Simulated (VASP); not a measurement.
A run of VASP 6.6.1:

The input INCAR:

```
AGGAC = 1.0
AGGAX = 1.0
ALDAC = 0.0
ALDAX = 1.0
ALGO = Normal
EDIFF = 1E-7
ENCUT = 520
GGA = B5
ISIF = 2
ISMEAR = -1
ISPIN = 2
LASPH = True
LCHARG = True
LELF = True
LMAXMIX = 4
LORBIT = 11
LREAL = False
LVHAR = True
LWAVE = False
MAGMOM = 1.693 1.739 1.739
NBANDS = 24
NELM = 150
PREC = Accurate
SIGMA = 0.05
```

File KPOINTS:

```
k-points
0
Gamma
  12 12 17
```

The input POSCAR:

```
Co
1.0
    4.1734447950      0.0000000000      0.0000000000
   -2.0867223975      3.6143092137      0.0000000000
    0.0000000000      0.0000000000      2.5751728097
Co
3
Direct
    0.0000000000      0.0000000000      0.0000000000
    0.3333333333      0.6666666667      0.5000000000
    0.6666666667      0.3333333333      0.5000000000
```

Potentials or basis: VASP PAW PBE potentials, release 64 (Co).

Command:

```console
$ cat potpaw_PBE.64/Co/POTCAR > POTCAR
$ mpirun -np 1 vasp_std > vasp.out
```

Hardware: 1 thread of Intel(R) Xeon(R) Platinum 8488C (Sapphire Rapids), on a shared host.

Q: Estimate the wall time of this run.

A: It took 4.2 min on 1 thread of Intel(R) Xeon(R) Platinum 8488C (Sapphire Rapids), on a shared host, peak memory 0.32 GiB. Counts: scf iterations 19, k points 171.
